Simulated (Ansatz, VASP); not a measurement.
This is a calculation of MgO for Ansatz 0.2.0.

File input.yaml:

```yaml
crystal:
  lattice:
    - [0.0, 2.0970013927, 2.0970013927]
    - [2.0970013927, 0.0, 2.0970013927]
    - [2.0970013927, 2.0970013927, 0.0]
  atoms:
    - { symbol: Mg, position: [0.0, 0.0, 0.0] }
    - { symbol: O, position: [0.5, 0.5, 0.5] }
hamiltonian:
  xc: hse06
  pseudopotentials: { kind: paw }
kpoints:
  mp_grid: { grid: [6, 6, 6] }
scf:
  occupations: { method: fermi_dirac, width: 0.05 }
output:
  forces: true
  stress: true
relax:
  f_tol: 0.01
  max_steps: 40
  cell: { stress_tol: 0.05 }
```

Potentials or basis: Ansatz PAW.

Run with:

```sh
$ ansatz run input.yaml --threads 2 --pin off --max-ram 5632MiB --backend cpu --events-out ev --progress --plain --runs-dir out
```

Problem. Set up the same calculation for VASP 6.6.1. Potentials there: VASP PAW PBE potentials, release 64 (Mg, O).

Solution. As run (the cutoff follows the program's own potentials):

Contents of POSCAR:

```
MgO
1.0
    0.0000000000      2.0970013927      2.0970013927
    2.0970013927      0.0000000000      2.0970013927
    2.0970013927      2.0970013927      0.0000000000
Mg O
1 1
Direct
    0.0000000000      0.0000000000      0.0000000000
    0.5000000000      0.5000000000      0.5000000000
```

The input INCAR.step1:

```
SYSTEM = MgO
PREC = Accurate
ENCUT = 600
EDIFF = 1E-5
ISMEAR = -1
SIGMA = 0.05
LREAL = .False.
LASPH = .True.
NELM = 100
ALGO = Normal
LWAVE = .True.
LCHARG = .False.
GGA = PE
NBANDS = 11
```

Contents of INCAR.step2:

```
SYSTEM = MgO
PREC = Accurate
ENCUT = 600
EDIFF = 1E-6
ISMEAR = -1
SIGMA = 0.05
LREAL = .False.
LASPH = .True.
NELM = 100
ALGO = Normal
ISIF = 3
LWAVE = .False.
LCHARG = .False.
GGA = PE
LHFCALC = .True.
HFSCREEN = 0.2079
PRECFOCK = Normal
IBRION = 2
NSW = 60
EDIFFG = -0.01
ISTART = 1
```

KPOINTS

```
Automatic mesh
0
Gamma
  6 6 6
  0 0 0
```

Potentials or basis: VASP PAW PBE potentials, release 64 (Mg, O).

The run is started by

```bash
$ cat potpaw_PBE.64/Mg/POTCAR potpaw_PBE.64/O/POTCAR > POTCAR
$ cp INCAR.step1 INCAR
$ mpirun -np 1 vasp_std > vasp.out
$ cp INCAR.step2 INCAR
$ mpirun -np 1 vasp_std > vasp.out
```

Both were run:

|  | VASP | Ansatz | Ansatz less VASP |
| --- | --- | --- | --- |
| gap on the k mesh at the Fermi level, each at its own relaxed structure (eV) | 6.55 | 6.57 | +0.018 |
| relaxed volume (Å³/atom) | 9.25 | 9.27 | +0.022 |
| relaxed cell length with the largest relative difference (Å) | 2.968 | 2.971 | +0.0024 |

VASP's potentials hold 8 valence electrons a cell and Ansatz's 16, so a difference there can come from the potentials and not from the codes.

The k mesh is coarse, so the values compare programs but aren't converged. Noted on Ansatz's run: the plane-wave basis is chosen anew once the cell has moved, so the energies of steps on either side of that aren't comparable.
